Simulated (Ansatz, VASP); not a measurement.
**AlN: VASP beside Ansatz**

The input INCAR:

```
PREC = Accurate
ENCUT = 520
EDIFF = 1E-6
ISMEAR = 0
SIGMA = 0.05
LREAL = F
LASPH = T
NELM = 100
ALGO = Normal
ISIF = 2
LWAVE = F
LCHARG = F
GGA = PE
NBANDS = 11
```

Contents of KPOINTS:

```
Automatic mesh
0
Gamma
  10 10 10
```

Contents of POSCAR:

```
AlN
1.0
   -0.0384001894      1.9010033133      1.9010033133
    1.9010033133     -0.0384001894      1.9010033133
    1.9010033133      1.9010033133     -0.0384001894
Al N
1 1
Direct
    0.5000000000      0.5000000000      0.5000000000
    0.0000000000      0.0000000000      0.0000000000
```

Input for Ansatz:

```yaml
crystal:
  lattice:
    - [-0.0384001894, 1.9010033133, 1.9010033133]
    - [1.9010033133, -0.0384001894, 1.9010033133]
    - [1.9010033133, 1.9010033133, -0.0384001894]
  atoms:
    - { symbol: Al, position: [0.5, 0.5, 0.5] }
    - { symbol: "N", position: [0.0, 0.0, 0.0] }
basis:
  ecutwfc: 520.0
kpoints:
  mp_grid: { grid: [10, 10, 10] }
hamiltonian:
  xc: pbe
  pseudopotentials: { kind: paw, azcp: { folder: soft_1 } }
scf:
  occupations: { method: gaussian, width: 0.05 }
output:
  forces: true
  stress: true
  eigenvalues: true
```

Alike in both runs: task single point; functional PBE; k mesh 10 × 10 × 10; occupations gaussian, width 0.05 eV; no spin polarisation.

|  | VASP | Ansatz |
| --- | --- | --- |
| version | VASP 6.6.1 | Ansatz 0.2.0 |
| potentials or method | VASP PAW PBE potentials, release 64 (Al, N), cutoff 520 eV | scalar-relativistic, plane waves, PAW |
| valence electrons in the cell | 8 | 8 |

```tsv
	VASP	Ansatz	Ansatz less VASP
gap on the k mesh at the Fermi level (eV)	4.59	4.58	-0.012
least direct gap on the mesh (eV)	7.72	7.70	-0.027
```
